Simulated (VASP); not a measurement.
# CdSe (P1) in VASP: further runs

CdSe is run at these levels: PBE; tasks: single point.

Program: VASP 6.6.1. These are calculated values, not measurements. Logs are shortened: lines on timing, memory, paths and dates and some standing lists are left out, and cuts for length are marked.

## (1) The cell of the first run

The typed cell holds 4 atoms: a = 4.298 Å, b = 4.298 Å, c = 7.015 Å, α = 90.00°, β = 90.00°, γ = 120.00°.

## (2) Single point, PBE (atom 1 (Cd) moved by (-0.450, -0.450) A along x and z)

Contents of INCAR:

```
SYSTEM = CdSe
ALGO = Normal ; EDIFF = 1E-6
ENCUT = 520 ; GGA = PE
ISIF = 2 ; ISMEAR = 0
LASPH = .TRUE. ; LCHARG = .FALSE.
LREAL = .FALSE. ; LWAVE = .FALSE.
NBANDS = 26 ; NELM = 100
PREC = Accurate ; SIGMA = 0.05
```

Contents of KPOINTS:

```
k-points
0
G
  6 6 4
  0 0 0
```

Contents of POSCAR:

```
CdSe
1.0
    4.2984999142      0.0000000000      0.0000000000
   -2.1492499571      3.7226101239      0.0000000000
    0.0000000000      0.0000000000      7.0152000000
Cd Se
2 2
Direct
    0.5619789828      0.3333333333     -0.0641464249
    0.3333333333      0.6666666667      0.5000000000
    0.6666666667      0.3333333333      0.3750000000
    0.3333333333      0.6666666667      0.8750000000
```

Potentials or basis: VASP PAW PBE potentials, release 64 (Cd, Se).

Run with:

```sh
$ cat potpaw_PBE.64/Cd/POTCAR potpaw_PBE.64/Se/POTCAR > POTCAR
$ mpirun -np 1 vasp_std > vasp.out
```

OUTCAR:

```text
SYSTEM = CdSe
   EDIFF = 1E-6
   ENCUT = 520
   GGA = PE
   ISIF = 2
   ISMEAR = 0
   LASPH = .TRUE.
   LREAL = .FALSE.
   NELM = 100
   PREC = Accurate

 ion  position               nearest neighbor table
   1  0.562  0.333  0.936-   4 2.15   4 2.56   4 2.91   3 3.11   2 3.71
   2  0.333  0.667  0.500-   4 2.63   3 2.63   3 2.63   3 2.63   1 3.71
   3  0.667  0.333  0.375-   2 2.63   2 2.63   2 2.63   1 3.11
   4  0.333  0.667  0.875-   1 2.15   1 2.56   2 2.63   1 2.91

  LATTYP: Found a hexagonal cell.
 ALAT       =     4.2984999142
 C/A-ratio  =     1.6320111993

  Lattice vectors:

 A1 = (   4.2984999142,   0.0000000000,   0.0000000000)
 A2 = (  -2.1492499571,   3.7226101239,   0.0000000000)
 A3 = (   0.0000000000,   0.0000000000,   7.0152000000)

Analysis of symmetry for initial positions (statically):
=====================================================================
 Subroutine PRICEL returns:
 Original cell was already a primitive cell.

 Routine SETGRP: Setting up the symmetry group for a
 hexagonal supercell.

 Subroutine GETGRP returns: Found  1 space group operations
 (whereof  1 operations were pure point group operations)
 out of a pool of 24 trial point group operations.

The static configuration has the point symmetry C_1 .

Analysis of symmetry for dynamics (positions and initial velocities):
=====================================================================
 Subroutine PRICEL returns:
 Original cell was already a primitive cell.

 Routine SETGRP: Setting up the symmetry group for a
 hexagonal supercell.

 Subroutine GETGRP returns: Found  1 space group operations
 (whereof  1 operations were pure point group operations)
 out of a pool of 24 trial point group operations.

The dynamic configuration has the point symmetry C_1 .

 Subroutine INISYM returns: Found  1 space group operations
 (whereof  1 operations are pure point group operations),
 and found     1 'primitive' translations

----------------------------------------------------------------------------------------

                                     Primitive cell

  volume of cell :     112.2547

  direct lattice vectors                    reciprocal lattice vectors
     4.298499914  0.000000000  0.000000000     0.232639297  0.134314361  0.000000000
[... 82 lines left out ...]
   ISTART =      0    job   : 0-new  1-cont  2-samecut
   ICHARG =      2    charge: 1-file 2-atom 10-const
   ISPIN  =      1    spin polarized calculation?
   LNONCOLLINEAR =      F non collinear calculations
   LSORBIT =      F    spin-orbit coupling
   LASPH  =      T    aspherical Exc in radial PAW
   ENCUT  =  520.0 eV  38.22 Ry    6.18 a.u.   7.99  7.99 13.04*2*pi/ulx,y,z
   NELM   =    100;   NELMIN=  2; NELMDL= -5     # of ELM steps
   EDIFF  = 0.1E-05   stopping-criterion for ELM
   LREAL  =      F    real-space projection
   EDIFFG = 0.1E-04   stopping-criterion for IOM
   NSW    =      0    number of steps for IOM
   IBRION =     -1    ionic relax: 0-MD 1-quasi-New 2-CG
   NFREE  =      0    steps in history (QN), initial steepest desc. (CG)
   ISIF   =      2    stress and relaxation
   ISYM   =      2    0-nonsym 1-usesym 2-fastsym
   POTIM  = 0.5000    time-step for ionic-motion
   TEBEG  =    0.0;   TEEND  =   0.0 temperature during run
   PSTRESS=    0.0 pullay stress
   NELECT =      36.0000    total number of electrons
   NUPDOWN=      -1.0000    fix difference up-down
   EMIN   =  10.00;   EMAX   =-10.00  energy-range for DOS
   EFERMI =   0.00;   METHOD = LEGACY
   ISMEAR =     0;   SIGMA  =   0.05  broadening in eV -4-tet -1-fermi 0-gaus
   EFERMI_NEDOS =   21; number of points for ismear=-14 and -15
   IALGO  =     38    algorithm
   IMIX   =      4    mixing-type and parameters
     AMIX     =   0.40;   BMIX     =  1.00
     AMIX_MAG =   1.60;   BMIX_MAG =  1.00
  volume/ion in A,a.u.               =      28.06       189.38
  Fermi-wavevector in a.u.,A,eV,Ry     =   1.120575  2.117579 17.084668  1.255688
  Thomas-Fermi vector in A             =   2.257222
   LORBIT       =      0    0 simple, 1 ext, 2 COOP (PROOUT), +10 PAW based schemes
   GGA     = PE    functional components
   LHFCALC =     F    Hartree Fock is set to
   AEXX    =    0.0000 exact exchange contribution
   IVDW    =     0    specifies the selected vdW correction
   LEPSILON=     F    determine dielectric tensor
   LRPA    =     F    only Hartree local field effects (RPA)
 non-spin polarized calculation
 Gauss-broadening in eV      SIGMA  =   0.05
  energy-cutoff  :      520.00
  volume of cell :      112.25
 maximum number of plane-waves:      3042
   NGX = 15   NGY = 15   NGZ = 27

 number of electron      35.9999999 magnetization

 Free energy of the ion-electron system (eV)
  ---------------------------------------------------
  ext. energy  EPLUGINS =         0.00000000
  ---------------------------------------------------
  free energy    TOTEN  =        -9.43443771 eV

  energy without entropy =       -9.43443771  energy(sigma->0) =       -9.43443771

 E-fermi :   1.3927     XC(G=0):  -8.8748

 val. band max:        1.1784689526   @ k =   0.0000   0.0000   0.0000
 cond. band min:       1.7145940823   @ k =   0.0000   0.0000   0.0000
 fundamental gap:      0.5361251297
 Fermi energy:         1.3926847660

 k-point     1 :       0.0000    0.0000    0.0000
  band No.  band energies     occupation
      1     -12.7297      2.00000
      2     -10.8295      2.00000
      3      -8.0860      2.00000
      4      -7.8110      2.00000
      5      -7.5883      2.00000
      6      -7.3055      2.00000
[... 685 lines left out ...]
     25       8.1769      0.00000
     26       8.4942      0.00000

 [... further k-points ...]
[... 5 lines left out ...]
  --------------------------------------------------------------------------------------
  -------------------------------------------------------------------------------------
  Total        9.7505358      6.9382774      1.6109846     -6.8396433     -1.4213162      2.1886996
  in kB      139.1664444     99.0279324     22.9930948    -97.6201575    -20.2860156     31.2386469
  external PRESSURE =      87.0624905 kB  Pullay stress =       0.0000000 kB

 VOLUME and BASIS-vectors are now :
 -----------------------------------------------------------------------------
  energy-cutoff  :      520.00
  volume of cell :      112.25
      direct lattice vectors                 reciprocal lattice vectors
     4.298499914  0.000000000  0.000000000     0.232639297  0.134314361  0.000000000
    -2.149249957  3.722610124  0.000000000     0.000000000  0.268628722  0.000000000
     0.000000000  0.000000000  7.015200000     0.000000000  0.000000000  0.142547611

 POSITION                                       TOTAL-FORCE (eV/Angst)
 -----------------------------------------------------------------------------------
      1.69925      1.24087      6.56520         5.613714     -3.259007      2.137681
     -0.00000      2.48174      3.50760         0.003985      0.018075     -0.589604
      2.14925      1.24087      2.63070        -0.084067     -0.023992     -0.547186
     -0.00000      2.48174      6.13830        -5.533632      3.264924     -1.000891
 -----------------------------------------------------------------------------------
    total drift:                                0.000092     -0.000166      0.000027

  FREE ENERGIE OF THE ION-ELECTRON SYSTEM (eV)
  ---------------------------------------------------
  free  energy   TOTEN  =        -9.4344377079 eV

  energy  without entropy=       -9.4344377079  energy(sigma->0) =       -9.43443771
```

stdout:

```text
POSCAR found type information on POSCAR CdSe
 POSCAR found :  2 types and       4 ions
 scaLAPACK will be used
 LDA part: xc-table for (Slater+PW92), standard interpolation
 POSCAR, INCAR and KPOINTS ok, starting setup
 FFT: planning ... GRIDC
 FFT: planning ... GRID_SOFT
 FFT: planning ... GRID
 WAVECAR not read
 entering main loop
```

Run time: 3.8 min. Hardware: 1 thread of AMD EPYC 7R13, shared host; peak memory 0.32 GiB.

What came out:

```yaml
Free_energy: -9.4344 eV
Pressure: 8.7 GPa
Largest_force: 6.834 eV/Å
Band_gap_on_the_k_mesh: 0.54 eV, direct
```

Forces in eV/Å, atoms in the order of the input:
```
Cd   5.614 -3.259  2.138
Cd   0.004  0.018 -0.590
Se  -0.084 -0.024 -0.547
Se  -5.534  3.265 -1.001
```

Levels at points of the mesh, in eV from the valence-band top:
```csv
k point,band 16,band 17,band 18,band 19,band 20,band 21
"(0.00, 0.00, 0.00)",-0.21,-0.03,0.00,0.54,1.84,4.95
"(0.50, 0.00, 0.00)",-2.49,-1.04,-0.92,1.97,3.39,4.63
"(0.00, 0.50, 0.00)",-2.08,-1.16,-0.86,2.41,3.36,4.35
"(0.50, 0.50, 0.00)",-2.27,-1.39,-0.92,2.97,3.44,4.28
"(0.00, 0.00, 0.50)",-0.71,-0.12,-0.08,1.58,2.47,4.91
"(0.50, 0.00, 0.50)",-1.70,-1.10,-0.98,2.05,3.22,3.82
"(0.00, 0.50, 0.50)",-1.55,-1.09,-1.00,2.48,2.88,3.96
"(0.50, 0.50, 0.50)",-1.59,-1.09,-0.94,2.54,3.08,4.26
```

Caveat: the cell differs from its parent crystal (atom 1 (Cd) moved by (-0.450, -0.450) A along x and z); forces of over 1 eV/Å act on the atoms, so gaps and moduli don't describe the material at rest.

## (3) Single point, PBE (atom 1 (Cd) moved by (-0.450, +0.000) A along x and z)

Contents of INCAR:

```
PREC = Accurate
ENCUT = 520
EDIFF = 1E-6
ISMEAR = 0
SIGMA = 0.05
LREAL = False
LASPH = True
NELM = 60
ALGO = Normal
ISIF = 2
LWAVE = False
LCHARG = False
GGA = PE
NBANDS = 26
```

Contents of KPOINTS:

```
regular mesh
0
Gamma
  6 6 4
```

POSCAR, as its differences from that of step 2:

```diff
@@ -8,3 +8,3 @@
 Direct
-    0.5619789828      0.3333333333     -0.0641464249
+    0.5619789828      0.3333333333      0.0000000000
     0.3333333333      0.6666666667      0.5000000000
```

Potentials or basis: VASP PAW PBE potentials, release 64 (Cd, Se).

Run with:

```sh
$ cat potpaw_PBE.64/Cd/POTCAR potpaw_PBE.64/Se/POTCAR > POTCAR
$ mpirun -np 1 vasp_std > vasp.out
```

OUTCAR:

```text
PREC = Accurate
   ENCUT = 520
   EDIFF = 1E-6
   ISMEAR = 0
   LREAL = False
   LASPH = True
   NELM = 60
   ISIF = 2
   GGA = PE

 ion  position               nearest neighbor table
   1  0.562  0.333  0.000-   4 2.28   3 2.67   4 2.67   4 3.01
   2  0.333  0.667  0.500-   4 2.63   3 2.63   3 2.63   3 2.63
   3  0.667  0.333  0.375-   2 2.63   2 2.63   2 2.63   1 2.67
   4  0.333  0.667  0.875-   1 2.28   2 2.63   1 2.67   1 3.01

  LATTYP: Found a hexagonal cell.
 ALAT       =     4.2984999142
[... 886 lines left out ...]
     25       8.1352      0.00000
     26       8.5528      0.00000

 [... further k-points ...]
[... 5 lines left out ...]
  --------------------------------------------------------------------------------------
  -------------------------------------------------------------------------------------
  Total        5.3356814      3.7574497      2.9049668     -3.4107200     -1.5417986      2.4717597
  in kB       76.1545649     53.6289412     41.4617110    -48.6801735    -22.0056245     35.2786779
  external PRESSURE =      57.0817390 kB  Pullay stress =       0.0000000 kB

 VOLUME and BASIS-vectors are now :
 -----------------------------------------------------------------------------
  energy-cutoff  :      520.00
  volume of cell :      112.25
      direct lattice vectors                 reciprocal lattice vectors
     4.298499914  0.000000000  0.000000000     0.232639297  0.134314361  0.000000000
    -2.149249957  3.722610124  0.000000000     0.000000000  0.268628722  0.000000000
     0.000000000  0.000000000  7.015200000     0.000000000  0.000000000  0.142547611

 POSITION                                       TOTAL-FORCE (eV/Angst)
 -----------------------------------------------------------------------------------
      1.69925      1.24087      0.00000         2.988085     -1.701122      1.221929
     -0.00000      2.48174      3.50760         0.058783      0.016372     -0.010659
      2.14925      1.24087      2.63070        -0.036466     -0.045148     -0.166676
     -0.00000      2.48174      6.13830        -3.010402      1.729897     -1.044594
 -----------------------------------------------------------------------------------
    total drift:                                0.000040     -0.000115      0.000085

  FREE ENERGIE OF THE ION-ELECTRON SYSTEM (eV)
  ---------------------------------------------------
  free  energy   TOTEN  =       -10.3239949639 eV

  energy  without entropy=      -10.3239949639  energy(sigma->0) =      -10.32399496
```

It took 3.8 min on 1 thread of AMD EPYC 7R13, shared host; peak memory 0.32 GiB.

What came out:

```
Free energy            : -10.3240 eV
Pressure               : 5.7 GPa
Largest force          : 3.649 eV/Å
Band gap on the k mesh : 0.67 eV, direct
```

Forces on the atoms (eV/Å):
```
Cd   2.988 -1.701  1.222
Cd   0.059  0.016 -0.011
Se  -0.036 -0.045 -0.167
Se  -3.010  1.730 -1.045
```

Caveat: the cell differs from its parent crystal (atom 1 (Cd) moved by (-0.450, +0.000) A along x and z); forces of over 1 eV/Å act on the atoms, so gaps and moduli don't describe the material at rest.

## (4) Single point, PBE (atom 1 (Cd) moved by (-0.450, +0.450) A along x and z)

Contents of INCAR:

```
PREC     = Accurate       # precision mode
ENCUT    = 520            # plane-wave cutoff, eV
EDIFF    = 1E-6           # SCF threshold, eV
ISMEAR   = 0              # smearing method
SIGMA    = 0.05           # smearing width, eV
LREAL    = False          # projectors in reciprocal space
LASPH    = True           # aspherical terms in the spheres
NELM     = 80             # most SCF steps
ALGO     = Normal         # electronic algorithm
ISIF     = 2              # what is computed and relaxed
LWAVE    = False          # write WAVECAR
LCHARG   = False          # write CHGCAR
GGA      = PE             # functional
NBANDS   = 26             # bands
```

Contents of KPOINTS:

```
Automatic mesh
0
Gamma
  6 6 4
```

POSCAR, as its differences from that of step 3:

```diff
@@ -8,3 +8,3 @@
 Direct
-    0.5619789828      0.3333333333      0.0000000000
+    0.5619789828      0.3333333333      0.0641464249
     0.3333333333      0.6666666667      0.5000000000
```

Run with:

```sh
$ cat potpaw_PBE.64/Cd/POTCAR potpaw_PBE.64/Se/POTCAR > POTCAR
$ mpirun -np 1 vasp_std > vasp.out
```

Run time: 4 min. Hardware: 1 thread of AMD EPYC 7R13, shared host; peak memory 0.32 GiB.

It converged, with:

| Property | Result |
| --- | --- |
| Free energy | -9.7729 eV |
| Pressure | 7.3 GPa |
| Largest force | 5.086 eV/Å |
| Band gap on the k mesh | 0.23 eV, direct |

Forces in eV/Å, atoms in the order of the input:
```
Cd   0.061 -0.478 -5.063
Cd   0.090  0.020  0.673
Se   0.885 -0.093  4.311
Se  -1.036  0.551  0.079
```

Stress tensor (GPa, compression positive):
```
 3.80 -1.07  4.25
-1.07  2.18 -1.02
 4.25 -1.02 15.91
```

Levels at points of the mesh, in eV from the valence-band top:
```csv
k point,band 15,band 16,band 17,band 18,band 19,band 20,band 21,band 22
"(0.00, 0.00, 0.00)",-1.47,-0.78,-0.24,0.00,0.23,2.24,5.12,5.43
"(0.50, 0.00, 0.00)",-2.65,-2.55,-1.82,-0.63,2.48,2.90,3.90,5.51
"(0.00, 0.50, 0.00)",-3.01,-2.47,-2.08,-0.53,2.35,3.38,3.93,5.55
"(0.50, 0.50, 0.00)",-3.22,-2.50,-2.17,-0.54,2.42,3.76,4.12,5.43
"(0.00, 0.00, 0.50)",-1.46,-1.43,-0.51,-0.03,1.51,2.81,5.01,5.31
"(0.50, 0.00, 0.50)",-2.38,-1.96,-1.55,-0.97,1.95,2.46,4.19,4.76
"(0.00, 0.50, 0.50)",-2.37,-2.25,-1.60,-0.75,2.01,2.65,4.12,4.81
"(0.50, 0.50, 0.50)",-2.36,-2.21,-1.60,-0.82,1.97,2.72,4.15,5.31
```

Caveat: the cell differs from its parent crystal (atom 1 (Cd) moved by (-0.450, +0.450) A along x and z); forces of over 1 eV/Å act on the atoms, so gaps and moduli don't describe the material at rest.
